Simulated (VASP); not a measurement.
# ZrB2 (P6/mmm) in VASP: single point with PBE

Aim: the single point of ZrB2 with PBE.

Program: VASP 6.6.1. These are calculated values, not measurements. Logs are shortened: lines on timing, memory, paths and dates and some standing lists are left out, and cuts for length are marked.

## (1) The cell of the first run

The structure is hexagonal, space group P6/mmm (No. 191). Conventional cell: a = 3.171 Å, b = 3.171 Å, c = 3.542 Å, α = 90.00°, β = 90.00°, γ = 120.00°. Zr (site symmetry 6/mmm) has 12 B at 2.55 Å and 6 Zr at 3.17 Å within 3.4 Å. Within 2.4 Å of B (site symmetry -6m2) lie 3 B at 1.83 Å.

## (2) Single point, PBE

The input, POSCAR:

```
ZrB2
1.0
    3.1711659769      0.0000000000      0.0000000000
   -1.5855829884      2.7463102956      0.0000000000
    0.0000000000      0.0000000000      3.5422975716
Zr B
1 2
Direct
    0.0000000000      0.0000000000      0.0000000000
    0.3333333333      0.6666666667      0.5000000000
    0.6666666667      0.3333333333      0.5000000000
```

The input, INCAR.step1:

```
SYSTEM = ZrB2
  PREC = Accurate
  ENCUT = 520
  EDIFF = 1E-7
  ISMEAR = 0
  SIGMA = 0.1
  LREAL = .False.
  LASPH = .True.
  NELM = 80
  ALGO = Normal
  ISIF = 2
  LWAVE = .False.
  LCHARG = .True.
  LMAXMIX = 4
  GGA = PE
  NBANDS = 16
```

The input, KPOINTS.step1:

```
regular mesh
0
Gamma
  15 15 12
  0 0 0
```

The input, INCAR.step2:

```
SYSTEM = ZrB2
  PREC = Accurate
  ENCUT = 520
  EDIFF = 1E-7
  ISMEAR = -5
  SIGMA = 0.1
  LREAL = .False.
  LASPH = .True.
  NELM = 80
  ALGO = Normal
  ISIF = 2
  LWAVE = .False.
  LCHARG = .False.
  LMAXMIX = 4
  GGA = PE
  LORBIT = 11
  NBANDS = 16
  NEDOS = 1001
  ICHARG = 11
```

The input, KPOINTS.step2:

```
regular mesh
0
Gamma
  23 23 18
  0 0 0
```

Potentials or basis: VASP PAW PBE potentials, release 64 (Zr_sv, B).

On the command line:

```sh
> cat potpaw_PBE.64/Zr_sv/POTCAR potpaw_PBE.64/B/POTCAR > POTCAR
> cp INCAR.step1 INCAR
> cp KPOINTS.step1 KPOINTS
> mpirun -np 1 vasp_std > vasp.out
> cp INCAR.step2 INCAR
> cp KPOINTS.step2 KPOINTS
> mpirun -np 1 vasp_std > vasp.out
```

OUTCAR:

```text
SYSTEM = ZrB2
   PREC = Accurate
   ENCUT = 520
   EDIFF = 1E-7
   ISMEAR = -5
   LREAL = .False.
   LASPH = .True.
   NELM = 80
   ISIF = 2
   GGA = PE
   LORBIT = 11
   ICHARG = 11

 ion  position               nearest neighbor table
   1  0.000  0.000  0.000-   2 2.55   3 2.55   2 2.55   3 2.55   2 2.55   2 2.55   3 2.55   3 2.55
                             3 2.55   3 2.55   2 2.55   2 2.55
   2  0.333  0.667  0.500-   3 1.83   3 1.83   3 1.83   1 2.55   1 2.55   1 2.55   1 2.55   1 2.55
                             1 2.55
   3  0.667  0.333  0.500-   2 1.83   2 1.83   2 1.83   1 2.55   1 2.55   1 2.55   1 2.55   1 2.55
                             1 2.55

  LATTYP: Found a hexagonal cell.
 ALAT       =     3.1711659769
 C/A-ratio  =     1.1170331662

  Lattice vectors:

 A1 = (   3.1711659769,   0.0000000000,   0.0000000000)
 A2 = (  -1.5855829884,   2.7463102956,   0.0000000000)
 A3 = (   0.0000000000,   0.0000000000,   3.5422975716)

Analysis of symmetry for initial positions (statically):
=====================================================================
 Subroutine PRICEL returns:
 Original cell was already a primitive cell.

 Routine SETGRP: Setting up the symmetry group for a
 hexagonal supercell.

 Subroutine GETGRP returns: Found 24 space group operations
 (whereof 24 operations were pure point group operations)
 out of a pool of 24 trial point group operations.

The static configuration has the point symmetry D_6h.

Analysis of symmetry for dynamics (positions and initial velocities):
=====================================================================
 Subroutine PRICEL returns:
 Original cell was already a primitive cell.

 Routine SETGRP: Setting up the symmetry group for a
 hexagonal supercell.

 Subroutine GETGRP returns: Found 24 space group operations
 (whereof 24 operations were pure point group operations)
 out of a pool of 24 trial point group operations.

The dynamic configuration has the point symmetry D_6h.

 Subroutine INISYM returns: Found 24 space group operations
 (whereof 24 operations are pure point group operations),
 and found     1 'primitive' translations

----------------------------------------------------------------------------------------

                                     Primitive cell

  volume of cell :      30.8499

  direct lattice vectors                    reciprocal lattice vectors
     3.171165977  0.000000000  0.000000000     0.315341426  0.182062457  0.000000000
    -1.585582988  2.746310296  0.000000000     0.000000000  0.364124914  0.000000000
     0.000000000  0.000000000  3.542297572     0.000000000  0.000000000  0.282302652

  length of vectors
     3.171165977  3.171165977  3.542297572     0.364124914  0.364124914  0.282302652

  position of ions in fractional coordinates (direct lattice)
     0.000000000  0.000000000  0.000000000
     0.333333333  0.666666667  0.500000000
     0.666666667  0.333333333  0.500000000

  ion indices of the primitive-cell ions
   primitive index   ion index
                 1           1
                 2           2
                 3           3

----------------------------------------------------------------------------------------

 KPOINTS: regular mesh

Automatic generation of k-mesh.
 Grid dimensions read from file:
 generate k-points for:   23   23   18

 Generating k-lattice:

  Cartesian coordinates                     Fractional coordinates (reciprocal lattice)
     0.013710497  0.007915759  0.000000000     0.043478261 -0.000000000  0.000000000
     0.000000000  0.015831518  0.000000000     0.000000000  0.043478261  0.000000000
     0.000000000  0.000000000  0.015683481     0.000000000  0.000000000  0.055555556

  Length of vectors
     0.015831518  0.015831518  0.015683481

  Shift w.r.t. Gamma in fractional coordinates (k-lattice)
     0.000000000  0.000000000  0.000000000

 TETIRR: Found   9729 inequivalent tetrahedra from    57132

 Subroutine IBZKPT returns following result:
 ===========================================

 Found    560 irreducible k-points:

 Following reciprocal coordinates:
            Coordinates               Weight
  0.000000  0.000000  0.000000      1.000000
  0.043478  0.000000  0.000000      6.000000
  0.086957 -0.000000  0.000000      6.000000
  0.130435  0.000000  0.000000      6.000000
  0.173913 -0.000000  0.000000      6.000000
  0.217391  0.000000  0.000000      6.000000
[... 16 lines left out ...]
  0.478261  0.043478  0.000000      6.000000
  0.086957  0.086957  0.000000      6.000000
 [... further k-points ...]
   k-points           NKPTS =    560   k-points in BZ     NKDIM =    560   number of bands    NBANDS=     16
   number of dos      NEDOS =   1001   number of ions     NIONS =      3
   total plane-waves  NPLWV =  16128
   dimension x,y,z NGX =    24 NGY =   24 NGZ =   28
   dimension x,y,z NGXF=    48 NGYF=   48 NGZF=   56
   ions per type =               1   2
   NGX,Y,Z   is equivalent  to a cutoff of  12.58, 12.58, 13.14 a.u.
   NGXF,Y,Z  is equivalent  to a cutoff of  25.16, 25.16, 26.28 a.u.
 SYSTEM =  ZrB2
   PREC   = accura    normal or accurate (medium, high low for compatibility)
   ISTART =      0    job   : 0-new  1-cont  2-samecut
   ICHARG =     11    charge: 1-file 2-atom 10-const
   ISPIN  =      1    spin polarized calculation?
   LNONCOLLINEAR =      F non collinear calculations
   LSORBIT =      F    spin-orbit coupling
   LASPH  =      T    aspherical Exc in radial PAW
   ENCUT  =  520.0 eV  38.22 Ry    6.18 a.u.   5.90  5.90  6.59*2*pi/ulx,y,z
   NELM   =     80;   NELMIN=  2; NELMDL=  0     # of ELM steps
   EDIFF  = 0.1E-06   stopping-criterion for ELM
   LREAL  =      F    real-space projection
   EDIFFG = 0.1E-05   stopping-criterion for IOM
   NSW    =      0    number of steps for IOM
   IBRION =     -1    ionic relax: 0-MD 1-quasi-New 2-CG
   NFREE  =      0    steps in history (QN), initial steepest desc. (CG)
   ISIF   =      2    stress and relaxation
   ISYM   =      2    0-nonsym 1-usesym 2-fastsym
   POTIM  = 0.5000    time-step for ionic-motion
   TEBEG  =    0.0;   TEEND  =   0.0 temperature during run
   PSTRESS=    0.0 pullay stress
   NELECT =      18.0000    total number of electrons
   NUPDOWN=      -1.0000    fix difference up-down
   EMIN   =  10.00;   EMAX   =-10.00  energy-range for DOS
   EFERMI =   0.00;   METHOD = LEGACY
   ISMEAR =    -5;   SIGMA  =   0.10  broadening in eV -4-tet -1-fermi 0-gaus
   EFERMI_NEDOS =   21; number of points for ismear=-14 and -15
   IALGO  =     38    algorithm
   IMIX   =      4    mixing-type and parameters
     AMIX     =   0.40;   BMIX     =  1.00
     AMIX_MAG =   1.60;   BMIX_MAG =  1.00
  volume/ion in A,a.u.               =      10.28        69.40
  Fermi-wavevector in a.u.,A,eV,Ry     =   1.367984  2.585116 25.461686  1.871381
  Thomas-Fermi vector in A             =   2.493989
   LORBIT       =     11    0 simple, 1 ext, 2 COOP (PROOUT), +10 PAW based schemes
   GGA     = PE    functional components
   LHFCALC =     F    Hartree Fock is set to
   AEXX    =    0.0000 exact exchange contribution
   IVDW    =     0    specifies the selected vdW correction
   LEPSILON=     F    determine dielectric tensor
   LRPA    =     F    only Hartree local field effects (RPA)
 non-spin polarized calculation
 Fermi weights with tetrahedron method with Bloechl corrections
  energy-cutoff  :      520.00
  volume of cell :       30.85
 maximum number of plane-waves:       845
 NGX is ok and might be reduce to    24

 number of electron      18.0000000 magnetization

 Free energy of the ion-electron system (eV)
  ---------------------------------------------------
  ext. energy  EPLUGINS =         0.00000000
  ---------------------------------------------------
  free energy    TOTEN  =       -24.97790388 eV

  energy without entropy =      -24.97790388  energy(sigma->0) =      -24.97790388

 E-fermi :  10.5755     XC(G=0): -12.4272

 val. band max:       10.5808991863   @ k =   0.0870   0.0435   0.3333
 cond. band min:      10.4812532835   @ k =   0.1739   0.1304   0.1667
 fundamental gap:     -0.0996459028
 Fermi energy:        10.5754859956

 k-point     1 :       0.0000    0.0000    0.0000
  band No.  band energies     occupation
      1     -38.1574      2.00000
      2     -16.3446      2.00000
      3     -15.7901      2.00000
      4     -15.7901      2.00000
      5      -2.2292      2.00000
      6       7.8799      2.00000
[... 8 lines left out ...]
     15      15.6346      0.00000
     16      15.6346      0.00000

 k-point     2 :       0.0435    0.0000    0.0000
  band No.  band energies     occupation
      1     -38.1553      2.00000
      2     -16.3414      2.00000
      3     -15.8087      2.00000
      4     -15.7941      2.00000
      5      -2.1912      2.00000
      6       7.7623      2.00000
[... 8 lines left out ...]
     15      15.8476      0.00000
     16      15.9477      0.00000

 k-point     3 :       0.0870   -0.0000    0.0000
  band No.  band energies     occupation
      1     -38.1491      2.00000
      2     -16.3322      2.00000
      3     -15.8629      2.00000
      4     -15.8059      2.00000
      5      -2.0784      2.00000
      6       7.4372      2.00000
[... 8 lines left out ...]
     15      16.1862      0.00000
     16      16.5873      0.00000
[... 362 lines left out ...]
 k-point    23 :       0.4783    0.0435    0.0000
  band No.  band energies     occupation
      1     -38.0413      2.00000
      2     -16.7150      2.00000
      3     -16.1708      2.00000
      4     -16.0137      2.00000
      5       1.5737      2.00000
      6       1.9888      2.00000
[... 8 lines left out ...]
     15      18.2296      0.00000
     16      20.3931      0.00000

 k-point    24 :       0.0870    0.0870    0.0000
  band No.  band energies     occupation
      1     -38.1337      2.00000
      2     -16.3092      2.00000
      3     -15.9914      2.00000
      4     -15.8392      2.00000
      5      -1.7860      2.00000
      6       6.7599      2.00000
[... 8 lines left out ...]
     15      16.9556      0.00000
     16      17.2571      0.00000

 [... further k-points ...]

------------------------ aborting loop because EDIFF is reached ----------------------------------------

  FORCE on cell =-STRESS in cart. coord.  units (eV):
  Direction    XX          YY          ZZ          XY          YZ          ZX
  --------------------------------------------------------------------------------------
  -------------------------------------------------------------------------------------
  Total        0.0308244      0.0308244      0.0324829      0.0000000      0.0000000      0.0000000
  in kB        1.6008528      1.6008528      1.6869876      0.0000000      0.0000000      0.0000000
  external PRESSURE =       1.6295644 kB  Pullay stress =       0.0000000 kB

 VOLUME and BASIS-vectors are now :
 -----------------------------------------------------------------------------
  energy-cutoff  :      520.00
  volume of cell :       30.85
      direct lattice vectors                 reciprocal lattice vectors
     3.171165977  0.000000000  0.000000000     0.315341426  0.182062457  0.000000000
    -1.585582988  2.746310296  0.000000000     0.000000000  0.364124914  0.000000000
     0.000000000  0.000000000  3.542297572     0.000000000  0.000000000  0.282302652

 POSITION                                       TOTAL-FORCE (eV/Angst)
 -----------------------------------------------------------------------------------
      0.00000      0.00000      0.00000         0.000000      0.000000      0.000000
     -0.00000      1.83087      1.77115        -0.000000      0.000000      0.000000
      1.58558      0.91544      1.77115         0.000000      0.000000      0.000000
 -----------------------------------------------------------------------------------
    total drift:                               -0.000000      0.000000     -0.000000

  FREE ENERGIE OF THE ION-ELECTRON SYSTEM (eV)
  ---------------------------------------------------
  free  energy   TOTEN  =       -24.9779038773 eV

  energy  without entropy=      -24.9779038773  energy(sigma->0) =      -24.97790388

 total charge

# of ion       s       p       d       tot
------------------------------------------
    1        2.167   6.029   1.766   9.962
    2        0.664   1.238   0.000   1.902
    3        0.664   1.238   0.000   1.902
--------------------------------------------------
tot          3.496   8.505   1.766  13.767
```

Wall time 4.9 min (1 thread of Intel Xeon 8259CL, shared host); peak memory 0.38 GiB.

What came out:

```
Valence electrons inside the program's atomic spheres : Zr 9.96; B 1.90
```
